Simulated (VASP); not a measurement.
# Cs (P6_3/mmc) in VASP: notebook

The runs below take Cs through relaxation of shape and atoms at fixed volume, with PBE.

Everything below comes from runs of VASP 6.6.1. Logs are shortened: lines on timing, memory, paths and dates and some standing lists are left out, and cuts for length are marked.

## 1. The cell of the first run

Symmetry: P6_3/mmc, No. 194, hexagonal system. The conventional cell has a = 4.762 Å, b = 4.762 Å, c = 7.715 Å, α = 90.00°, β = 90.00°, γ = 120.00°.

This isn't the form of Cs at room conditions, which is bcc.

## 2. Relaxation of shape and atoms at fixed volume, PBE

File INCAR:

```
SYSTEM = Cs
PREC = Accurate
ENCUT = 600
EDIFF = 1E-6
ISMEAR = -1
SIGMA = 0.05
LREAL = .False.
LASPH = .True.
NELM = 60
ALGO = Normal
ISIF = 4
LWAVE = .False.
LCHARG = .False.
GGA = PE
IBRION = 2
NSW = 50
EDIFFG = -0.005
```

File KPOINTS:

```
Automatic mesh
0
Gamma
  8 8 5
  0 0 0
```

File POSCAR:

```
Cs
1.0
    4.7621391996      0.0000000000      0.0000000000
   -2.3810695998      4.1241335232      0.0000000000
    0.0000000000      0.0000000000      7.7146655033
Cs
2
Direct
    0.3333333333      0.6666666667      0.2500000000
    0.6666666667      0.3333333333      0.7500000000
```

Potentials or basis: VASP PAW PBE potentials, release 64 (Cs_sv).

Run with:

```console
> cat potpaw_PBE.64/Cs_sv/POTCAR > POTCAR
> mpirun -np 1 vasp_std > vasp.out
```

OUTCAR:

```text
SYSTEM = Cs
   PREC = Accurate
   ENCUT = 600
   EDIFF = 1E-6
   ISMEAR = -1
   LREAL = .False.
   LASPH = .True.
   NELM = 60
   ISIF = 4
   GGA = PE
   IBRION = 2
   NSW = 50
   EDIFFG = -0.005

 ion  position               nearest neighbor table
   1  0.333  0.667  0.250-
   2  0.667  0.333  0.750-

  LATTYP: Found a hexagonal cell.
 ALAT       =     4.7621391996
 C/A-ratio  =     1.6200000000

  Lattice vectors:

 A1 = (   4.7621391996,   0.0000000000,   0.0000000000)
 A2 = (  -2.3810695998,   4.1241335232,   0.0000000000)
 A3 = (   0.0000000000,   0.0000000000,   7.7146655033)

Analysis of symmetry for initial positions (statically):
=====================================================================
 Subroutine PRICEL returns:
 Original cell was already a primitive cell.

 Routine SETGRP: Setting up the symmetry group for a
 hexagonal supercell.

 Subroutine GETGRP returns: Found 24 space group operations
 (whereof 12 operations were pure point group operations)
 out of a pool of 24 trial point group operations.

The static configuration has the point symmetry D_3d.
 The point group associated with its full space group is D_6h.

Analysis of symmetry for dynamics (positions and initial velocities):
=====================================================================
 Subroutine PRICEL returns:
 Original cell was already a primitive cell.

 Routine SETGRP: Setting up the symmetry group for a
 hexagonal supercell.

 Subroutine GETGRP returns: Found 24 space group operations
 (whereof 12 operations were pure point group operations)
 out of a pool of 24 trial point group operations.

The dynamic configuration has the point symmetry D_3d.
 The point group associated with its full space group is D_6h.

 Subroutine INISYM returns: Found 24 space group operations
 (whereof 12 operations are pure point group operations),
 and found     1 'primitive' translations

----------------------------------------------------------------------------------------

                                     Primitive cell

  volume of cell :     151.5137

  direct lattice vectors                    reciprocal lattice vectors
     4.762139200  0.000000000  0.000000000     0.209989662  0.121237588  0.000000000
    -2.381069600  4.124133523  0.000000000     0.000000000  0.242475176  0.000000000
     0.000000000  0.000000000  7.714665503     0.000000000  0.000000000  0.129623248

  length of vectors
     4.762139200  4.762139200  7.714665503     0.242475176  0.242475176  0.129623248

  position of ions in fractional coordinates (direct lattice)
     0.333333333  0.666666667  0.250000000
     0.666666667  0.333333333  0.750000000

  ion indices of the primitive-cell ions
   primitive index   ion index
                 1           1
                 2           2

----------------------------------------------------------------------------------------

 KPOINTS: Automatic mesh

Automatic generation of k-mesh.
 Grid dimensions read from file:
 generate k-points for:    8    8    5

 Generating k-lattice:

  Cartesian coordinates                     Fractional coordinates (reciprocal lattice)
     0.026248708  0.015154698  0.000000000     0.125000000  0.000000000  0.000000000
     0.000000000  0.030309397  0.000000000     0.000000000  0.125000000  0.000000000
     0.000000000  0.000000000  0.025924650     0.000000000  0.000000000  0.200000000

  Length of vectors
     0.030309397  0.030309397  0.025924650

  Shift w.r.t. Gamma in fractional coordinates (k-lattice)
     0.000000000  0.000000000  0.000000000

 Subroutine IBZKPT returns following result:
 ===========================================

 Found     30 irreducible k-points:

 Following reciprocal coordinates:
            Coordinates               Weight
  0.000000  0.000000  0.000000      1.000000
  0.125000  0.000000  0.000000      6.000000
  0.250000  0.000000  0.000000      6.000000
  0.375000 -0.000000  0.000000      6.000000
  0.500000  0.000000  0.000000      3.000000
  0.125000  0.125000  0.000000      6.000000
[... 16 lines left out ...]
  0.250000  0.000000  0.400000     12.000000
  0.375000 -0.000000  0.400000     12.000000
 [... further k-points ...]
   k-points           NKPTS =     30   k-points in BZ     NKDIM =     30   number of bands    NBANDS=     13
   number of dos      NEDOS =    301   number of ions     NIONS =      2
   total plane-waves  NPLWV = 102400
   dimension x,y,z NGX =    40 NGY =   40 NGZ =   64
   dimension x,y,z NGXF=    80 NGYF=   80 NGZF=  128
   ions per type =               2
   NGX,Y,Z   is equivalent  to a cutoff of  13.96, 13.96, 13.79 a.u.
   NGXF,Y,Z  is equivalent  to a cutoff of  27.93, 27.93, 27.58 a.u.
 SYSTEM =  Cs
   PREC   = accura    normal or accurate (medium, high low for compatibility)
   ISTART =      0    job   : 0-new  1-cont  2-samecut
   ICHARG =      2    charge: 1-file 2-atom 10-const
   ISPIN  =      1    spin polarized calculation?
   LNONCOLLINEAR =      F non collinear calculations
   LSORBIT =      F    spin-orbit coupling
   LASPH  =      T    aspherical Exc in radial PAW
   ENCUT  =  600.0 eV  44.10 Ry    6.64 a.u.   9.51  9.51 15.41*2*pi/ulx,y,z
   NELM   =     60;   NELMIN=  2; NELMDL= -5     # of ELM steps
   EDIFF  = 0.1E-05   stopping-criterion for ELM
   LREAL  =      F    real-space projection
   EDIFFG = -.5E-02   stopping-criterion for IOM
   NSW    =     50    number of steps for IOM
   IBRION =      2    ionic relax: 0-MD 1-quasi-New 2-CG
   NFREE  =      1    steps in history (QN), initial steepest desc. (CG)
   ISIF   =      4    stress and relaxation
   ISYM   =      2    0-nonsym 1-usesym 2-fastsym
   POTIM  = 0.5000    time-step for ionic-motion
   TEBEG  =    0.0;   TEEND  =   0.0 temperature during run
   PSTRESS=    0.0 pullay stress
   NELECT =      18.0000    total number of electrons
   NUPDOWN=      -1.0000    fix difference up-down
   EMIN   =  10.00;   EMAX   =-10.00  energy-range for DOS
   EFERMI =   0.00;   METHOD = LEGACY
   ISMEAR =    -1;   SIGMA  =   0.05  broadening in eV -4-tet -1-fermi 0-gaus
   EFERMI_NEDOS =   21; number of points for ismear=-14 and -15
   IALGO  =     38    algorithm
   IMIX   =      4    mixing-type and parameters
     AMIX     =   0.40;   BMIX     =  1.00
     AMIX_MAG =   1.60;   BMIX_MAG =  1.00
  volume/ion in A,a.u.               =      75.76       511.23
  Fermi-wavevector in a.u.,A,eV,Ry     =   0.804788  1.520830  8.812280  0.647684
  Thomas-Fermi vector in A             =   1.912911
   LORBIT       =      0    0 simple, 1 ext, 2 COOP (PROOUT), +10 PAW based schemes
   GGA     = PE    functional components
   LHFCALC =     F    Hartree Fock is set to
   AEXX    =    0.0000 exact exchange contribution
   IVDW    =     0    specifies the selected vdW correction
   LEPSILON=     F    determine dielectric tensor
   LRPA    =     F    only Hartree local field effects (RPA)
 conjugate gradient relaxation of ions
 non-spin polarized calculation
  energy-cutoff  :      600.00
  volume of cell :      151.51
 maximum number of plane-waves:      5107
 NGX is ok and might be reduce to    40
   NGX = 19   NGY = 19   NGZ = 31

--------------------------------------- Ionic step        1  -------------------------------------------

 number of electron      18.0000000 magnetization

 Free energy of the ion-electron system (eV)
  ---------------------------------------------------
  ext. energy  EPLUGINS =         0.00000000
  ---------------------------------------------------
  free energy    TOTEN  =        -1.38212043 eV

  energy without entropy =       -1.35233981  energy(sigma->0) =       -1.36723012

------------------------ aborting loop because EDIFF is reached ----------------------------------------

  FORCE on cell =-STRESS in cart. coord.  units (eV):
  Direction    XX          YY          ZZ          XY          YZ          ZX
  --------------------------------------------------------------------------------------
  -------------------------------------------------------------------------------------
  Total        1.5305304      1.5305304      1.5863795      0.0000000      0.0000000      0.0000000
  in kB       16.1845502     16.1845502     16.7751252      0.0000000      0.0000000      0.0000000
  external PRESSURE =      16.3814085 kB  Pullay stress =       0.0000000 kB
[... 57 lines left out ...]
  energy  without entropy=       -1.3523658565  energy(sigma->0) =       -1.36726662

--------------------------------------- Ionic step        3  -------------------------------------------

 number of electron      18.0000001 magnetization

 Free energy of the ion-electron system (eV)
  ---------------------------------------------------
  ext. energy  EPLUGINS =         0.00000000
  ---------------------------------------------------
  free energy    TOTEN  =        -1.38226384 eV

  energy without entropy =       -1.35240697  energy(sigma->0) =       -1.36733540

 E-fermi :   1.7434     XC(G=0):  -6.5832

 val. band max:        1.7362600959   @ k =   0.3750  -0.0000   0.4000
 cond. band min:       1.7544182903   @ k =   0.2500   0.2500   0.0000
 fundamental gap:      0.0181581944
 Fermi energy:         1.7433612394

 k-point     1 :       0.0000    0.0000    0.0000
  band No.  band energies     occupation
      1     -21.9821      2.00000
      2     -21.9406      2.00000
      3      -9.0955      2.00000
      4      -8.6463      2.00000
      5      -8.6463      2.00000
      6      -8.5805      2.00000
      7      -8.5805      2.00000
      8      -8.5773      2.00000
      9      -0.3218      2.00000
     10       1.5248      1.97505
     11       3.1765      0.00000
     12       4.3022      0.00000
     13       4.3022      0.00000
[... 353 lines left out ...]
 k-point    24 :       0.3750   -0.0000    0.4000
  band No.  band energies     occupation
      1     -21.9416      2.00000
      2     -21.9353      2.00000
      3      -9.0350      2.00000
      4      -9.0022      2.00000
      5      -8.7507      2.00000
      6      -8.7078      2.00000
      7      -8.6849      2.00000
      8      -8.6735      2.00000
      9       1.4430      1.99509
     10       1.7363      1.07089
     11       2.8465      0.00000
     12       3.0545      0.00000
     13       3.6630      0.00000

 [... further k-points ...]

------------------------ aborting loop because EDIFF is reached ----------------------------------------

  FORCE on cell =-STRESS in cart. coord.  units (eV):
  Direction    XX          YY          ZZ          XY          YZ          ZX
  --------------------------------------------------------------------------------------
  -------------------------------------------------------------------------------------
  Total        1.5429194      1.5429194      1.5512564      0.0000000     -0.0000000      0.0000000
  in kB       16.3155578     16.3155578     16.4037174      0.0000000     -0.0000000      0.0000000
  external PRESSURE =      16.3449443 kB  Pullay stress =       0.0000000 kB
[... 17 lines left out ...]
  FREE ENERGIE OF THE ION-ELECTRON SYSTEM (eV)
  ---------------------------------------------------
  free  energy   TOTEN  =        -1.3822638422 eV

  energy  without entropy=       -1.3524069671  energy(sigma->0) =       -1.36733540

 reached required accuracy - stopping structural energy minimisation
```

Run time: 61 s. Hardware: 1 thread of AMD EPYC 9R45 (Zen 5), shared host; peak memory 0.3 GiB.

What came out:

| Quantity | Value |
| --- | --- |
| Free energy | -1.3823 eV |
| Energy gained by relaxing | 0.1 meV/atom |
| Ionic steps | 3 |
| Pressure after relaxing | 1.6 GPa |
| Band gap on the k mesh | zero (bands 9 and 10 overlap by 1.41 eV) |

Step by step:
```tsv
step	energy change (eV)	largest force (eV/Å)	pressure (GPa)	volume (Å³)
1	0.0000	0.0000	1.64	151.51
2	0.0000	0.0000	1.64	151.51
3	-0.0001	0.0000	1.63	151.51
```

Final structure:
```
Cs
1.0
     4.75360    0.00000    0.00000
    -2.37680    4.11674    0.00000
     0.00000    0.00000    7.74240
Cs
2
Cartesian
  0.0000 2.7445 1.9356
  2.3768 1.3722 5.8068
```

Levels at points of the mesh, in eV from the Fermi level:
| k point | band 6 | band 7 | band 8 | band 9 | band 10 | band 11 | band 12 | band 13 |
| --- | --- | --- | --- | --- | --- | --- | --- | --- |
| (0.00, 0.00, 0.00) | -10.32 | -10.32 | -10.32 | -2.07 | -0.22 | 1.43 | 2.56 | 2.56 |
| (0.50, 0.00, 0.00) | -10.50 | -10.44 | -10.39 | -0.02 | 0.26 | 0.48 | 1.15 | 2.04 |

Caveat: spin-orbit coupling is left out, which moves the levels of the heavy elements.

## 3. Relaxation of shape and atoms at fixed volume, PBE

This run uses another cell than the first one, of 87.41 Å³/atom.

File INCAR:

```
PREC = Accurate
ENCUT = 600
EDIFF = 1E-6
ISMEAR = -1
SIGMA = 0.05
LREAL = F
LASPH = T
NELM = 100
ALGO = Normal
ISIF = 4
LWAVE = F
LCHARG = F
GGA = PE
IBRION = 2
NSW = 50
EDIFFG = -0.005
```

File KPOINTS:

```
regular mesh
0
Gamma
  8 8 5
```

File POSCAR:

```
Cs
1.0
    4.9947994451      0.0000000000      0.0000000000
   -2.4973997226      4.3256232063      0.0000000000
    0.0000000000      0.0000000000      8.0915751012
Cs
2
Direct
    0.3333333333      0.6666666667      0.2500000000
    0.6666666667      0.3333333333      0.7500000000
```

Potentials or basis: VASP PAW PBE potentials, release 64 (Cs_sv).

Run with:

```console
> cat potpaw_PBE.64/Cs_sv/POTCAR > POTCAR
> mpirun -np 1 vasp_std > vasp.out
```

OUTCAR:

```text
PREC = Accurate
   ENCUT = 600
   EDIFF = 1E-6
   ISMEAR = -1
   LREAL = F
   LASPH = T
   NELM = 100
   ISIF = 4
   GGA = PE
   IBRION = 2
   NSW = 50
   EDIFFG = -0.005

 ion  position               nearest neighbor table
   1  0.333  0.667  0.250-
   2  0.667  0.333  0.750-

  LATTYP: Found a hexagonal cell.
 ALAT       =     4.9947994451
 C/A-ratio  =     1.6200000000

  Lattice vectors:

 A1 = (   4.9947994451,   0.0000000000,   0.0000000000)
 A2 = (  -2.4973997226,   4.3256232063,   0.0000000000)
 A3 = (   0.0000000000,   0.0000000000,   8.0915751012)

Analysis of symmetry for initial positions (statically):
=====================================================================
 Subroutine PRICEL returns:
 Original cell was already a primitive cell.

 Routine SETGRP: Setting up the symmetry group for a
 hexagonal supercell.

 Subroutine GETGRP returns: Found 24 space group operations
 (whereof 12 operations were pure point group operations)
 out of a pool of 24 trial point group operations.

The static configuration has the point symmetry D_3d.
 The point group associated with its full space group is D_6h.

Analysis of symmetry for dynamics (positions and initial velocities):
=====================================================================
 Subroutine PRICEL returns:
 Original cell was already a primitive cell.

 Routine SETGRP: Setting up the symmetry group for a
 hexagonal supercell.

 Subroutine GETGRP returns: Found 24 space group operations
 (whereof 12 operations were pure point group operations)
 out of a pool of 24 trial point group operations.

The dynamic configuration has the point symmetry D_3d.
 The point group associated with its full space group is D_6h.

 Subroutine INISYM returns: Found 24 space group operations
 (whereof 12 operations are pure point group operations),
 and found     1 'primitive' translations

----------------------------------------------------------------------------------------

                                     Primitive cell
[... 135 lines left out ...]
  ---------------------------------------------------
  ext. energy  EPLUGINS =         0.00000000
  ---------------------------------------------------
  free energy    TOTEN  =        -1.56585612 eV

  energy without entropy =       -1.53665051  energy(sigma->0) =       -1.55125331

------------------------ aborting loop because EDIFF is reached ----------------------------------------

  FORCE on cell =-STRESS in cart. coord.  units (eV):
  Direction    XX          YY          ZZ          XY          YZ          ZX
  --------------------------------------------------------------------------------------
  -------------------------------------------------------------------------------------
  Total        1.0186708      1.0186708      0.9874653     -0.0000000     -0.0000000      0.0000000
  in kB        9.3356514      9.3356514      9.0496674     -0.0000000     -0.0000000      0.0000000
  external PRESSURE =       9.2403234 kB  Pullay stress =       0.0000000 kB
[... 59 lines left out ...]
--------------------------------------- Ionic step        3  -------------------------------------------

 number of electron      17.9999999 magnetization

 Free energy of the ion-electron system (eV)
  ---------------------------------------------------
  ext. energy  EPLUGINS =         0.00000000
  ---------------------------------------------------
  free energy    TOTEN  =        -1.56590264 eV

  energy without entropy =       -1.53687737  energy(sigma->0) =       -1.55139000

 E-fermi :   1.2392     XC(G=0):  -6.1488

 val. band max:        1.2330501631   @ k =   0.2500   0.1250   0.4000
 cond. band min:       1.2696062549   @ k =   0.3750   0.1250   0.4000
 fundamental gap:      0.0365560918
 Fermi energy:         1.2392149691

 k-point     1 :       0.0000    0.0000    0.0000
  band No.  band energies     occupation
      1     -22.4975      2.00000
      2     -22.4745      2.00000
      3      -9.5085      2.00000
      4      -9.2187      2.00000
      5      -9.2187      2.00000
      6      -9.1728      2.00000
      7      -9.1728      2.00000
      8      -9.1656      2.00000
      9      -0.7054      2.00000
     10       1.1114      1.85608
     11       2.4063      0.00000
     12       3.7365      0.00000
     13       3.7365      0.00000
[... 354 lines left out ...]
  band No.  band energies     occupation
      1     -22.4759      2.00000
      2     -22.4724      2.00000
      3      -9.4669      2.00000
      4      -9.4444      2.00000
      5      -9.2802      2.00000
      6      -9.2567      2.00000
      7      -9.2374      2.00000
      8      -9.2334      2.00000
      9       0.9595      1.99259
     10       1.2702      0.69971
     11       2.3654      0.00000
     12       2.4770      0.00000
     13       3.0396      0.00000

 [... further k-points ...]

------------------------ aborting loop because EDIFF is reached ----------------------------------------

  FORCE on cell =-STRESS in cart. coord.  units (eV):
  Direction    XX          YY          ZZ          XY          YZ          ZX
  --------------------------------------------------------------------------------------
  -------------------------------------------------------------------------------------
  Total        1.0097986      1.0097986      1.0015039     -0.0000000      0.0000000      0.0000000
  in kB        9.2543419      9.2543419      9.1783243     -0.0000000      0.0000000      0.0000000
  external PRESSURE =       9.2290027 kB  Pullay stress =       0.0000000 kB
[... 17 lines left out ...]
  FREE ENERGIE OF THE ION-ELECTRON SYSTEM (eV)
  ---------------------------------------------------
  free  energy   TOTEN  =        -1.5659026426 eV

  energy  without entropy=       -1.5368773664  energy(sigma->0) =       -1.55139000

 reached required accuracy - stopping structural energy minimisation
```

Run time: 86 s. Hardware: 1 thread of AMD EPYC 9R45 (Zen 5), shared host; peak memory 0.32 GiB.

Results:

```
Free energy               : -1.5659 eV
Energy gained by relaxing : 0.0 meV/atom
Ionic steps               : 3
Pressure after relaxing   : 0.9 GPa
Band gap on the k mesh    : zero (bands 9 and 10 overlap by 1.34 eV)
```

Final structure:
```
CELL_PARAMETERS angstrom
4.99982 0.00000 0.00000
-2.49991 4.32997 0.00000
0.00000 0.00000 8.07534
ATOMIC_POSITIONS crystal
Cs 0.33333 0.66667 0.25000
Cs 0.66667 0.33333 0.75000
```

Caveat: spin-orbit coupling is left out, which moves the levels of the heavy elements.

The gap in the log of VASP goes by the Fermi energy; the results here count the filled bands.